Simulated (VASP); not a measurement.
# Ti4S in VASP: relaxation of the atoms with PBE

Aim: the relaxation of the atoms of Ti4S with PBE.

Program: VASP 6.6.1. These are calculated values, not measurements. Logs are shortened: lines on timing, memory, paths and dates and some standing lists are left out, and cuts for length are marked.

## Step 1: The cell of the first run

The cell holds a slab with vacuum, 5 atoms: a = 3.255 Å, b = 3.255 Å, c = 20.179 Å, α = 90.00°, β = 90.00°, γ = 90.00°.

## Step 2: Relaxation of the atoms, PBE

INCAR

```
SYSTEM = Ti4S
  PREC = Accurate
  ENCUT = 520
  EDIFF = 1E-7
  ISMEAR = 0
  SIGMA = 0.1
  LREAL = .FALSE.
  LASPH = .TRUE.
  NELM = 80
  ALGO = Normal
  ISIF = 2
  LWAVE = .FALSE.
  LCHARG = .FALSE.
  LDIPOL = .TRUE.
  IDIPOL = 3
  DIPOL = 0.5 0.5 0.347
  GGA = PE
  IBRION = 2
  NSW = 36
  EDIFFG = -0.025
```

KPOINTS

```
regular mesh
0
G
  8 8 1
  0 0 0
```

POSCAR

```
Ti4S
1.0
    3.2553359259      0.0000000000      0.0000000000
    0.0000000000      3.2553359259      0.0000000000
    0.0000000000      0.0000000000     20.1793674375
Ti S
4 1
Selective dynamics
Direct
    0.5000000000      0.5000000000      0.1982222690  F F F
    0.0000000000      0.0000000000      0.2788822782  F F F
    0.5000000000      0.5000000000      0.3551865247  F F F
    0.0000000000      0.0000000000      0.4301109767  F F F
    0.5000000000      0.5000000000      0.4707465418  F F T
```

Potentials or basis: VASP PAW PBE potentials, release 64 (Ti_sv, S).

Command:

```
$ cat potpaw_PBE.64/Ti_sv/POTCAR potpaw_PBE.64/S/POTCAR > POTCAR
$ mpirun -np 1 vasp_std > vasp.out
```

OUTCAR:

```text
SYSTEM = Ti4S
   PREC = Accurate
   ENCUT = 520
   EDIFF = 1E-7
   ISMEAR = 0
   LREAL = .FALSE.
   LASPH = .TRUE.
   NELM = 80
   ISIF = 2
   GGA = PE
   IBRION = 2
   NSW = 36
   EDIFFG = -0.025

 ion  position               nearest neighbor table
   1  0.500  0.500  0.198-   2 2.82   2 2.82   2 2.82   2 2.82
   2  0.000  0.000  0.279-   3 2.77   3 2.77   3 2.77   3 2.77   1 2.82   1 2.82   1 2.82   1 2.82

   3  0.500  0.500  0.355-   5 2.33   4 2.75   4 2.75   4 2.75   4 2.75   2 2.77   2 2.77   2 2.77
                             2 2.77
   4  0.000  0.000  0.430-   5 2.44   5 2.44   5 2.44   5 2.44   3 2.75   3 2.75   3 2.75   3 2.75

   5  0.500  0.500  0.471-   3 2.33   4 2.44   4 2.44   4 2.44   4 2.44

  LATTYP: Found a simple tetragonal cell.
 ALAT       =     3.2553359259
 C/A-ratio  =     6.1988587036

  Lattice vectors:

 A1 = (   3.2553359259,   0.0000000000,   0.0000000000)
 A2 = (   0.0000000000,   3.2553359259,   0.0000000000)
 A3 = (   0.0000000000,   0.0000000000,  20.1793674375)

Analysis of symmetry for initial positions (statically):
=====================================================================
 Subroutine PRICEL returns:
 Original cell was already a primitive cell.

 Routine SETGRP: Setting up the symmetry group for a
 simple tetragonal supercell.

 Subroutine GETGRP returns: Found  8 space group operations
 (whereof  8 operations were pure point group operations)
 out of a pool of 16 trial point group operations.

The static configuration has the point symmetry C_4v.

Analysis of symmetry for dynamics (positions and initial velocities):
=====================================================================
 Subroutine PRICEL returns:
 Original cell was already a primitive cell.

 Routine SETGRP: Setting up the symmetry group for a
 simple tetragonal supercell.

 Subroutine GETGRP returns: Found  8 space group operations
 (whereof  8 operations were pure point group operations)
 out of a pool of 16 trial point group operations.

The dynamic configuration has the point symmetry C_4v.

Analysis of constrained symmetry for selective dynamics:
=====================================================================
 Subroutine PRICEL returns:
 Original cell was already a primitive cell.

 Routine SETGRP: Setting up the symmetry group for a
 simple tetragonal supercell.

 Subroutine GETGRP returns: Found  8 space group operations
 (whereof  8 operations were pure point group operations)
 out of a pool of 16 trial point group operations.

The constrained configuration has the point symmetry C_4v.

 Subroutine INISYM returns: Found  8 space group operations
 (whereof  8 operations are pure point group operations),
 and found     1 'primitive' translations

----------------------------------------------------------------------------------------

                                     Primitive cell

  volume of cell :     213.8450

  direct lattice vectors                    reciprocal lattice vectors
     3.255335926  0.000000000  0.000000000     0.307187959  0.000000000  0.000000000
     0.000000000  3.255335926  0.000000000     0.000000000  0.307187959  0.000000000
     0.000000000  0.000000000 20.179367438     0.000000000  0.000000000  0.049555567

  length of vectors
     3.255335926  3.255335926 20.179367438     0.307187959  0.307187959  0.049555567

  position of ions in fractional coordinates (direct lattice)
     0.500000000  0.500000000  0.198222269
     0.000000000  0.000000000  0.278882278
     0.500000000  0.500000000  0.355186525
     0.000000000  0.000000000  0.430110977
     0.500000000  0.500000000  0.470746542

  ion indices of the primitive-cell ions
   primitive index   ion index
                 1           1
                 2           2
                 3           3
                 4           4
                 5           5

----------------------------------------------------------------------------------------

 KPOINTS: regular mesh

Automatic generation of k-mesh.
 Grid dimensions read from file:
 generate k-points for:    8    8    1

 Generating k-lattice:

  Cartesian coordinates                     Fractional coordinates (reciprocal lattice)
     0.038398495  0.000000000  0.000000000     0.125000000  0.000000000  0.000000000
     0.000000000  0.038398495  0.000000000     0.000000000  0.125000000  0.000000000
     0.000000000  0.000000000  0.049555567     0.000000000  0.000000000  1.000000000

  Length of vectors
     0.038398495  0.038398495  0.049555567

  Shift w.r.t. Gamma in fractional coordinates (k-lattice)
     0.000000000  0.000000000  0.000000000

 Subroutine IBZKPT returns following result:
 ===========================================

 Found     15 irreducible k-points:

 Following reciprocal coordinates:
            Coordinates               Weight
  0.000000  0.000000  0.000000      1.000000
  0.125000  0.000000  0.000000      4.000000
  0.250000  0.000000  0.000000      4.000000
  0.375000  0.000000  0.000000      4.000000
  0.500000  0.000000  0.000000      2.000000
  0.125000  0.125000  0.000000      4.000000
  0.250000  0.125000  0.000000      8.000000
  0.375000  0.125000  0.000000      8.000000
  0.500000  0.125000  0.000000      4.000000
  0.250000  0.250000  0.000000      4.000000
  0.375000  0.250000  0.000000      8.000000
  0.500000  0.250000  0.000000      4.000000
  0.375000  0.375000  0.000000      4.000000
  0.500000  0.375000  0.000000      4.000000
  0.500000  0.500000  0.000000      1.000000
   k-points           NKPTS =     15   k-points in BZ     NKDIM =     15   number of bands    NBANDS=     32
   number of dos      NEDOS =    301   number of ions     NIONS =      5
   total plane-waves  NPLWV =  86400
   dimension x,y,z NGX =    24 NGY =   24 NGZ =  150
   dimension x,y,z NGXF=    48 NGYF=   48 NGZF=  300
   ions per type =               4   1
   NGX,Y,Z   is equivalent  to a cutoff of  12.26, 12.26, 12.36 a.u.
   NGXF,Y,Z  is equivalent  to a cutoff of  24.51, 24.51, 24.72 a.u.
 SYSTEM =  Ti4S
   PREC   = accura    normal or accurate (medium, high low for compatibility)
   ISTART =      0    job   : 0-new  1-cont  2-samecut
   ICHARG =      2    charge: 1-file 2-atom 10-const
   ISPIN  =      1    spin polarized calculation?
   LNONCOLLINEAR =      F non collinear calculations
   LSORBIT =      F    spin-orbit coupling
   LASPH  =      T    aspherical Exc in radial PAW
   ENCUT  =  520.0 eV  38.22 Ry    6.18 a.u.   6.05  6.05 37.52*2*pi/ulx,y,z
   NELM   =     80;   NELMIN=  2; NELMDL= -5     # of ELM steps
   EDIFF  = 0.1E-06   stopping-criterion for ELM
   LREAL  =      F    real-space projection
   EDIFFG = -.3E-01   stopping-criterion for IOM
   NSW    =     36    number of steps for IOM
   IBRION =      2    ionic relax: 0-MD 1-quasi-New 2-CG
   NFREE  =      1    steps in history (QN), initial steepest desc. (CG)
   ISIF   =      2    stress and relaxation
   ISYM   =      2    0-nonsym 1-usesym 2-fastsym
   POTIM  = 0.5000    time-step for ionic-motion
   TEBEG  =    0.0;   TEEND  =   0.0 temperature during run
   PSTRESS=    0.0 pullay stress
   NELECT =      54.0000    total number of electrons
   NUPDOWN=      -1.0000    fix difference up-down
   EMIN   =  10.00;   EMAX   =-10.00  energy-range for DOS
   EFERMI =   0.00;   METHOD = LEGACY
   ISMEAR =     0;   SIGMA  =   0.10  broadening in eV -4-tet -1-fermi 0-gaus
   EFERMI_NEDOS =   21; number of points for ismear=-14 and -15
   IALGO  =     38    algorithm
   IMIX   =      4    mixing-type and parameters
     AMIX     =   0.40;   BMIX     =  1.00
     AMIX_MAG =   1.60;   BMIX_MAG =  1.00
  volume/ion in A,a.u.               =      42.77       288.62
  Fermi-wavevector in a.u.,A,eV,Ry     =   1.034760  1.955413 14.568147  1.070729
  Thomas-Fermi vector in A             =   2.169071
   LORBIT       =      0    0 simple, 1 ext, 2 COOP (PROOUT), +10 PAW based schemes
   GGA     = PE    functional components
   LHFCALC =     F    Hartree Fock is set to
   AEXX    =    0.0000 exact exchange contribution
   IVDW    =     0    specifies the selected vdW correction
   LEPSILON=     F    determine dielectric tensor
   LRPA    =     F    only Hartree local field effects (RPA)
 conjugate gradient relaxation of ions
 non-spin polarized calculation
 Gauss-broadening in eV      SIGMA  =   0.10
  energy-cutoff  :      520.00
  volume of cell :      213.85
 maximum number of plane-waves:      5808
   NGX = 13   NGY = 13   NGZ = 75

 dipolmoment           0.000000      0.000000     -0.259230 electrons x Angstroem

--------------------------------------- Ionic step        1  -------------------------------------------

 number of electron      54.0000020 magnetization

 Free energy of the ion-electron system (eV)
  ---------------------------------------------------
  ext. energy  EPLUGINS =         0.00000000
  ---------------------------------------------------
  free energy    TOTEN  =       -36.58743083 eV

  energy without entropy =      -36.54786283  energy(sigma->0) =      -36.56764683

------------------------ aborting loop because EDIFF is reached ----------------------------------------

  FORCE on cell =-STRESS in cart. coord.  units (eV):
  Direction    XX          YY          ZZ          XY          YZ          ZX
  --------------------------------------------------------------------------------------
  -------------------------------------------------------------------------------------
  Total        0.4093925      0.4093925      5.5419146      0.0000000      0.0000000      0.0000000
  in kB        3.0672648      3.0672648     41.5213287      0.0000000      0.0000000      0.0000000
  external PRESSURE =      15.8852861 kB  Pullay stress =       0.0000000 kB
[... 63 lines left out ...]
  energy  without entropy=      -36.6692827894  energy(sigma->0) =      -36.68854931

--------------------------------------- Ionic step        3  -------------------------------------------

 number of electron      54.0000021 magnetization

 dipolmoment           0.000000      0.000000      0.077454 electrons x Angstroem

 Free energy of the ion-electron system (eV)
  ---------------------------------------------------
  ext. energy  EPLUGINS =         0.00000000
  ---------------------------------------------------
  free energy    TOTEN  =       -36.73138109 eV

  energy without entropy =      -36.69351190  energy(sigma->0) =      -36.71244650

 E-fermi :   0.9360     XC(G=0):  -5.2471

 val. band max:        0.9146266270   @ k =   0.3750   0.2500   0.0000
 cond. band min:       0.9477398091   @ k =   0.5000   0.5000   0.0000
 fundamental gap:      0.0331131820
 Fermi energy:         0.9360100692

 k-point     1 :       0.0000    0.0000    0.0000
  band No.  band energies     occupation
      1     -56.0802      2.00000
      2     -56.0451      2.00000
      3     -55.3922      2.00000
      4     -55.2542      2.00000
      5     -32.4006      2.00000
      6     -32.3186      2.00000
[... 514 lines left out ...]
     31       2.9920      0.00000
     32       2.9920      0.00000

------------------------ aborting loop because EDIFF is reached ----------------------------------------

 vacuum level on the upper side and lower side of the slab       (xc-potential included)         0.633        -0.786

  FORCE on cell =-STRESS in cart. coord.  units (eV):
  Direction    XX          YY          ZZ          XY          YZ          ZX
  --------------------------------------------------------------------------------------
  -------------------------------------------------------------------------------------
  Total       -0.6323714     -0.6323714      1.8550820      0.0000000      0.0000000      0.0000000
  in kB       -4.7378756     -4.7378756     13.8987113      0.0000000      0.0000000      0.0000000
  external PRESSURE =       1.4743200 kB  Pullay stress =       0.0000000 kB

 VOLUME and BASIS-vectors are now :
 -----------------------------------------------------------------------------
  energy-cutoff  :      520.00
  volume of cell :      213.85
      direct lattice vectors                 reciprocal lattice vectors
     3.255335926  0.000000000  0.000000000     0.307187959  0.000000000  0.000000000
     0.000000000  3.255335926  0.000000000     0.000000000  0.307187959  0.000000000
     0.000000000  0.000000000 20.179367438     0.000000000  0.000000000  0.049555567
[... 11 lines left out ...]
  FREE ENERGIE OF THE ION-ELECTRON SYSTEM (eV)
  ---------------------------------------------------
  free  energy   TOTEN  =       -36.7313810947 eV

  energy  without entropy=      -36.6935119043  energy(sigma->0) =      -36.71244650

 reached required accuracy - stopping structural energy minimisation

 vacuum level on the upper side and lower side of the slab         5.443         4.035
```

Wall time 11 min (1 thread of AMD EPYC 7R13, shared host); peak memory 0.3 GiB.

What came out:

| Item | Value |
| --- | --- |
| Free energy | -36.7314 eV |
| Energy gained by relaxing | 28.8 meV/atom |
| Ionic steps | 3 |
| Band gap on the k mesh | zero (bands 27 and 28 overlap by 0.73 eV) |

The path:
```
step  energy change (eV)  largest force on free atoms (eV/Å)  pressure (GPa)
   1              0.0000                              1.9183            1.59
   2             -0.1204                              0.7244            0.71
   3             -0.1440                              0.0171            0.15
```

Final structure:
```
CELL_PARAMETERS angstrom
3.25534 0.00000 0.00000
0.00000 3.25534 0.00000
0.00000 0.00000 20.17937
ATOMIC_POSITIONS crystal
Ti 0.50000 0.50000 0.19822
Ti 0.00000 0.00000 0.27888
Ti 0.50000 0.50000 0.35519
Ti 0.00000 0.00000 0.43011
S 0.50000 0.50000 0.47872
```

Levels at points of the mesh, in eV from the Fermi level:
```
           k point  band 25  band 26  band 27  band 28  band 29  band 30
(0.00, 0.00, 0.00)    -1.17     0.22     0.43     0.69     0.91     0.91
(0.50, 0.00, 0.00)    -0.36    -0.27     0.08     0.10     0.33     0.74
(0.50, 0.50, 0.00)    -0.80    -0.46    -0.46     0.01     0.01     2.01
```
